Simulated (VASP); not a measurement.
# AlGa2N3 (P1) in VASP: relaxation of cell and atoms with PBE

Aim: the relaxation of cell and atoms of AlGa2N3 with PBE.

Program: VASP 6.6.1. These are calculated values, not measurements. Logs are shortened: lines on timing, memory, paths and dates and some standing lists are left out, and cuts for length are marked.

**1. The cell of the first run**

The typed cell holds 12 atoms: a = 3.162 Å, b = 6.284 Å, c = 6.983 Å, α = 102.40°, β = 101.90°, γ = 90.36°.

**2. Relaxation of cell and atoms, PBE**

INCAR reads:

```
SYSTEM = AlGa2N3
PREC = Accurate
ENCUT = 600
EDIFF = 1E-6
ISMEAR = 0
SIGMA = 0.1
LREAL = .False.
LASPH = .True.
NELM = 100
ALGO = Normal
ISIF = 3
LWAVE = .False.
LCHARG = .False.
GGA = PE
IBRION = 2
NSW = 80
EDIFFG = -0.025
```

KPOINTS reads:

```
Automatic mesh
0
Gamma
  4 2 4
  0 0 0
```

POSCAR reads:

```
AlGa2N3
1.0
    3.1618811703      0.0100539655     -0.0310040234
   -0.0201079311     -6.2838737207     -0.0292346247
   -1.5103371875      1.5350244621     -6.6427596186
Al Ga N
2 4 6
Direct
    0.4461888339      0.7830882065      0.0214131860
    0.4322317163      0.2780943274     -0.0142274683
    0.3261921382      0.6056065474      0.3520615938
    0.1633891360      0.0687347361      0.3218347477
    0.7508508357      0.8976672040      0.6747797434
    0.8363553368      0.3988949392      0.6817881339
    0.1231526946      0.7991421077      0.1655806388
    0.0215945133      0.2756115060      0.1132537376
    0.4631657051      0.9279447681      0.8492796812
    0.5029756135      0.3997489655      0.8399699343
    0.7882759344      0.6644329261      0.5035756800
    0.6456275421      0.1510337660      0.4906903917
```

Potentials or basis: VASP PAW PBE potentials, release 64 (Al, Ga_d, N).

On the command line:

```bash
$ cat potpaw_PBE.64/Al/POTCAR potpaw_PBE.64/Ga_d/POTCAR potpaw_PBE.64/N/POTCAR > POTCAR
$ mpirun -np 1 vasp_std > vasp.out
```

OUTCAR:

```text
SYSTEM = AlGa2N3
   PREC = Accurate
   ENCUT = 600
   EDIFF = 1E-6
   ISMEAR = 0
   LREAL = .False.
   LASPH = .True.
   NELM = 100
   ISIF = 3
   GGA = PE
   IBRION = 2
   NSW = 80
   EDIFFG = -0.025

 ion  position               nearest neighbor table
   1  0.446  0.783  0.021-   7 1.56   9 1.66   7 2.16  10 2.50   4 2.76   3 2.86   5 3.00   4 3.02
                             5 3.13   2 3.13   2 3.17
   2  0.432  0.278  0.986-  10 1.45   8 1.72   8 1.89   9 2.21   6 2.77   6 2.92   3 3.00   1 3.13
                             1 3.17
   3  0.326  0.606  0.352-  11 1.61   7 1.98  11 2.18   5 2.68   1 2.86   2 3.00
   4  0.163  0.069  0.322-  12 1.72   7 1.80   8 2.14  12 2.21   1 2.76   1 3.02
   5  0.751  0.898  0.675-   9 1.65  11 1.70  12 2.24   9 2.31   3 2.68   1 3.00   1 3.13
   6  0.836  0.399  0.682-  10 1.68  12 1.83  10 2.17  11 2.27   2 2.77   2 2.92
   7  0.123  0.799  0.166-   1 1.56   4 1.80   3 1.98   1 2.16
   8  0.022  0.276  0.113-   2 1.72   2 1.89   4 2.14
   9  0.463  0.928  0.849-   5 1.65   1 1.66   2 2.21   5 2.31
  10  0.503  0.400  0.840-   2 1.45   6 1.68   6 2.17   1 2.50
  11  0.788  0.664  0.504-   3 1.61   5 1.70   3 2.18   6 2.27
  12  0.646  0.151  0.491-   4 1.72   6 1.83   4 2.21   5 2.24

  LATTYP: Found a triclinic cell.
 ALAT       =     8.3312267239
 B/A-ratio  =     0.7542675412
 C/A-ratio  =     0.3795418443
 COS(alpha) =     0.0063336116
 COS(beta)  =     0.1776501820
 COS(gamma) =     0.5743104515

  Lattice vectors:

 A1 = (  -1.5304451186,  -4.7488492586,  -6.6719942433)
 A2 = (  -0.0201079311,  -6.2838737207,  -0.0292346247)
 A3 = (  -3.1618811703,  -0.0100539655,   0.0310040234)

Analysis of symmetry for initial positions (statically):
=====================================================================
 Subroutine PRICEL returns:
 Original cell was already a primitive cell.

 Routine SETGRP: Setting up the symmetry group for a
 triclinic supercell.

 Subroutine GETGRP returns: Found  1 space group operations
 (whereof  1 operations were pure point group operations)
 out of a pool of  2 trial point group operations.

The static configuration has the point symmetry C_1 .

Analysis of symmetry for dynamics (positions and initial velocities):
=====================================================================
 Subroutine PRICEL returns:
 Original cell was already a primitive cell.

 Routine SETGRP: Setting up the symmetry group for a
 triclinic supercell.

 Subroutine GETGRP returns: Found  1 space group operations
 (whereof  1 operations were pure point group operations)
 out of a pool of  2 trial point group operations.

The dynamic configuration has the point symmetry C_1 .

 Subroutine INISYM returns: Found  1 space group operations
 (whereof  1 operations are pure point group operations),
 and found     1 'primitive' translations

----------------------------------------------------------------------------------------

                                     Primitive cell

  volume of cell :     132.4203

  direct lattice vectors                    reciprocal lattice vectors
     3.161881170  0.010053965 -0.031004023     0.315564502 -0.000675259 -0.071904655
    -0.020107931 -6.283873721 -0.029234625     0.000144949 -0.158966917 -0.036767404
    -1.510337188  1.535024462 -6.642759619    -0.001473485  0.000702761 -0.150042429

  length of vectors
     3.162049156  6.283973896  6.983099159     0.323653658  0.163163549  0.150051309

  position of ions in fractional coordinates (direct lattice)
     0.446188834  0.783088206  0.021413186
     0.432231716  0.278094327  0.985772532
     0.326192138  0.605606547  0.352061594
     0.163389136  0.068734736  0.321834748
     0.750850836  0.897667204  0.674779743
     0.836355337  0.398894939  0.681788134
     0.123152695  0.799142108  0.165580639
     0.021594513  0.275611506  0.113253738
     0.463165705  0.927944768  0.849279681
     0.502975613  0.399748966  0.839969934
     0.788275934  0.664432926  0.503575680
     0.645627542  0.151033766  0.490690392

  ion indices of the primitive-cell ions
   primitive index   ion index
                 1           1
                 2           2
                 3           3
                 4           4
                 5           5
                 6           6
                 7           7
                 8           8
                 9           9
                10          10
                11          11
                12          12

----------------------------------------------------------------------------------------

 KPOINTS: Automatic mesh

Automatic generation of k-mesh.
 Grid dimensions read from file:
 generate k-points for:    4    2    4

 Generating k-lattice:

  Cartesian coordinates                     Fractional coordinates (reciprocal lattice)
     0.078891125 -0.000168815 -0.017976164     0.250000000  0.000000000  0.000000000
     0.000072474 -0.079483459 -0.018383702    -0.000000000  0.500000000  0.000000000
    -0.000368371  0.000175690 -0.037510607     0.000000000  0.000000000  0.250000000

  Length of vectors
     0.080913414  0.081581775  0.037512827

  Shift w.r.t. Gamma in fractional coordinates (k-lattice)
     0.000000000  0.000000000  0.000000000

 Subroutine IBZKPT returns following result:
 ===========================================

 Found     20 irreducible k-points:

 Following reciprocal coordinates:
            Coordinates               Weight
  0.000000  0.000000  0.000000      1.000000
  0.250000  0.000000  0.000000      2.000000
  0.500000  0.000000  0.000000      1.000000
  0.000000  0.500000 -0.000000      1.000000
  0.250000  0.500000  0.000000      2.000000
  0.500000  0.500000  0.000000      1.000000
[... 12 lines left out ...]
  0.250000  0.500000  0.500000      2.000000
  0.500000  0.500000  0.500000      1.000000
   k-points           NKPTS =     20   k-points in BZ     NKDIM =     20   number of bands    NBANDS=     52
   number of dos      NEDOS =    301   number of ions     NIONS =     12
   total plane-waves  NPLWV =  78400
   dimension x,y,z NGX =    28 NGY =   50 NGZ =   56
   dimension x,y,z NGXF=    56 NGYF=  100 NGZF=  112
   ions per type =               2   4   6
   NGX,Y,Z   is equivalent  to a cutoff of  14.72, 13.23, 13.33 a.u.
   NGXF,Y,Z  is equivalent  to a cutoff of  29.44, 26.46, 26.66 a.u.
 SYSTEM =  AlGa2N3
   PREC   = accura    normal or accurate (medium, high low for compatibility)
   ISTART =      0    job   : 0-new  1-cont  2-samecut
   ICHARG =      2    charge: 1-file 2-atom 10-const
   ISPIN  =      1    spin polarized calculation?
   LNONCOLLINEAR =      F non collinear calculations
   LSORBIT =      F    spin-orbit coupling
   LASPH  =      T    aspherical Exc in radial PAW
   ENCUT  =  600.0 eV  44.10 Ry    6.64 a.u.   6.32 12.55 13.95*2*pi/ulx,y,z
   NELM   =    100;   NELMIN=  2; NELMDL= -5     # of ELM steps
   EDIFF  = 0.1E-05   stopping-criterion for ELM
   LREAL  =      F    real-space projection
   EDIFFG = -.3E-01   stopping-criterion for IOM
   NSW    =     80    number of steps for IOM
   IBRION =      2    ionic relax: 0-MD 1-quasi-New 2-CG
   NFREE  =      1    steps in history (QN), initial steepest desc. (CG)
   ISIF   =      3    stress and relaxation
   ISYM   =      2    0-nonsym 1-usesym 2-fastsym
   POTIM  = 0.5000    time-step for ionic-motion
   TEBEG  =    0.0;   TEEND  =   0.0 temperature during run
   PSTRESS=    0.0 pullay stress
   NELECT =      88.0000    total number of electrons
   NUPDOWN=      -1.0000    fix difference up-down
   EMIN   =  10.00;   EMAX   =-10.00  energy-range for DOS
   EFERMI =   0.00;   METHOD = LEGACY
   ISMEAR =     0;   SIGMA  =   0.10  broadening in eV -4-tet -1-fermi 0-gaus
   EFERMI_NEDOS =   21; number of points for ismear=-14 and -15
   IALGO  =     38    algorithm
   IMIX   =      4    mixing-type and parameters
     AMIX     =   0.40;   BMIX     =  1.00
     AMIX_MAG =   1.60;   BMIX_MAG =  1.00
  volume/ion in A,a.u.               =      11.04        74.47
  Fermi-wavevector in a.u.,A,eV,Ry     =   1.428623  2.699706 27.768987  2.040963
  Thomas-Fermi vector in A             =   2.548665
   LORBIT       =      0    0 simple, 1 ext, 2 COOP (PROOUT), +10 PAW based schemes
   GGA     = PE    functional components
   LHFCALC =     F    Hartree Fock is set to
   AEXX    =    0.0000 exact exchange contribution
   IVDW    =     0    specifies the selected vdW correction
   LEPSILON=     F    determine dielectric tensor
   LRPA    =     F    only Hartree local field effects (RPA)
 conjugate gradient relaxation of ions
 non-spin polarized calculation
 Gauss-broadening in eV      SIGMA  =   0.10
  energy-cutoff  :      600.00
  volume of cell :      132.42
 maximum number of plane-waves:      4438
 NGX is ok and might be reduce to    28
   NGX = 13   NGY = 25   NGZ = 27

--------------------------------------- Ionic step        1  -------------------------------------------

 number of electron      87.9999986 magnetization

 Free energy of the ion-electron system (eV)
  ---------------------------------------------------
  ext. energy  EPLUGINS =         0.00000000
  ---------------------------------------------------
  free energy    TOTEN  =       -65.66193855 eV

  energy without entropy =      -65.66193855  energy(sigma->0) =      -65.66193855

------------------------ aborting loop because EDIFF is reached ----------------------------------------

  FORCE on cell =-STRESS in cart. coord.  units (eV):
  Direction    XX          YY          ZZ          XY          YZ          ZX
  --------------------------------------------------------------------------------------
  -------------------------------------------------------------------------------------
  Total       31.5917210     22.3230875     47.2094823     -9.2649965     -7.9936248     15.2142571
  in kB      382.2340553    270.0911508    571.1962276   -112.0989004    -96.7163395    184.0801010
  external PRESSURE =     407.8404779 kB  Pullay stress =       0.0000000 kB
[... 2333 lines left out ...]
  FREE ENERGIE OF THE ION-ELECTRON SYSTEM (eV)
  ---------------------------------------------------
  free  energy   TOTEN  =       -69.0615728089 eV

  energy  without entropy=      -69.0526054353  energy(sigma->0) =      -69.05708912

[... ionic steps 4 to 23 ...]

--------------------------------------- Ionic step       24  -------------------------------------------

 number of electron      88.0000016 magnetization

------------------------ aborting loop because EDIFF is reached ----------------------------------------
[... 87 lines left out ...]
--------------------------------------- Ionic step       26  -------------------------------------------

 number of electron      88.0000016 magnetization

 Free energy of the ion-electron system (eV)
  ---------------------------------------------------
  ext. energy  EPLUGINS =         0.00000000
  ---------------------------------------------------
  free energy    TOTEN  =       -78.17690460 eV

  energy without entropy =      -78.17690460  energy(sigma->0) =      -78.17690460

 E-fermi :   5.7952     XC(G=0): -11.3170

 val. band max:        5.2874526575   @ k =   0.0000   0.0000   0.0000
 cond. band min:       7.5413119857   @ k =   0.0000   0.0000   0.0000
 fundamental gap:      2.2538593282
 Fermi energy:         5.7952364545
[... 1137 lines left out ...]
  FREE ENERGIE OF THE ION-ELECTRON SYSTEM (eV)
  ---------------------------------------------------
  free  energy   TOTEN  =       -78.1769046013 eV

  energy  without entropy=      -78.1769046013  energy(sigma->0) =      -78.17690460

 reached required accuracy - stopping structural energy minimisation
```

It took 60 min on 1 thread of Intel Xeon Platinum 8259CL at 2.50GHz (Skylake/Cascade Lake), shared host; peak memory 0.36 GiB.

Results:

- Free energy: -78.1769 eV
- Relaxed volume: 11.37 Å³/atom
- Relaxed cell: a = 3.188 Å, b = 6.376 Å, c = 7.083 Å, α = 103.02°, β = 103.02°, γ = 89.98°
- Space group after relaxing (to 0.05 Å): I-4m2 (No. 119)
- Energy gained by relaxing: 1042.9 meV/atom
- Ionic steps: 26
- Pressure after relaxing: 0.0 GPa
- Largest force after relaxing: 0.018 eV/Å
- Band gap on the k mesh: 2.25 eV, direct

Forces in eV/Å, atoms in the order of the input:
```
Al   0.001 -0.012 -0.008
Al   0.000  0.007 -0.006
Ga  -0.004 -0.004  0.006
Ga   0.009  0.008  0.005
Ga  -0.007 -0.012  0.004
Ga  -0.007 -0.002 -0.008
N    0.000 -0.007 -0.005
N   -0.009  0.007  0.002
N   -0.004  0.000  0.003
N    0.013  0.009  0.009
N   -0.006 -0.003  0.000
N    0.015  0.009 -0.004
```

The path:
| step | energy change (eV) | largest force (eV/Å) | pressure (GPa) | volume (Å³) |
| --- | --- | --- | --- | --- |
| 1 | 0.0000 | 17.4051 | 40.78 | 132.42 |
| 2 | -1.3591 | 3.2078 | -20.18 | 192.60 |
| 3 | -3.3996 | 3.6456 | -19.41 | 181.81 |
| 4 | -4.8868 | 4.1292 | -18.09 | 173.61 |
| 5 | -7.7112 | 5.7604 | -8.00 | 152.22 |
| 6 | -7.6599 | 6.8919 | 0.92 | 144.76 |
| 7 | -7.8101 | 6.2912 | -4.73 | 149.09 |
| 8 | -10.6346 | 2.8534 | -10.84 | 148.76 |
| 9 | -10.6508 | 2.8175 | -11.11 | 148.80 |
| 10 | -11.7879 | 2.0027 | 4.60 | 133.58 |
| 11 | -11.8498 | 1.6806 | 0.88 | 136.14 |
| 12 | -12.1790 | 0.8517 | 0.92 | 135.60 |
| 13 | -12.1901 | 0.9554 | 1.12 | 135.47 |
| 14 | -12.3324 | 0.7336 | -0.32 | 136.60 |
| 15 | -12.3593 | 0.7438 | -1.16 | 137.36 |
| 16 | -12.4607 | 0.3475 | -0.11 | 136.56 |
| 17 | -12.4746 | 0.5169 | 0.50 | 136.14 |
| 18 | -12.5008 | 0.2172 | -0.14 | 136.62 |
| 19 | -12.5009 | 0.1862 | -0.12 | 136.59 |
| 20 | -12.5093 | 0.1051 | -0.05 | 136.53 |
| 21 | -12.5097 | 0.1263 | -0.02 | 136.51 |
| 22 | -12.5133 | 0.0853 | 0.05 | 136.46 |
| 23 | -12.5135 | 0.1058 | 0.07 | 136.45 |
| 24 | -12.5147 | 0.0364 | -0.08 | 136.54 |
| 25 | -12.5147 | 0.0367 | -0.05 | 136.54 |
| 26 | -12.5150 | 0.0181 | 0.04 | 136.47 |

Final structure:
```
Al Ga N
1.0
     3.18788   -0.00099    0.00070
     0.00055   -6.37614    0.00006
    -1.59331    1.59521   -6.71423
Al Ga N
2 4 6
Cartesian
  0.0005 -3.1868 -6.7137
  0.0017 -0.0001 -6.7135
  0.0028 -3.1879 -2.2103
  -0.0033 -0.0003 -2.2095
  1.5964 -4.7814 -4.5041
  1.5941 -1.5937 -4.5032
  0.0001 -4.7815 -1.0516
  0.0015 -1.5947 -1.0517
  0.0025 -4.7815 -5.6626
  -0.0005 -1.5939 -5.6620
  1.5970 -3.1879 -3.3568
  1.5908 -0.0002 -3.3563
```

Caveat: the k points lie up to 0.51 Å⁻¹ apart in the final cell.
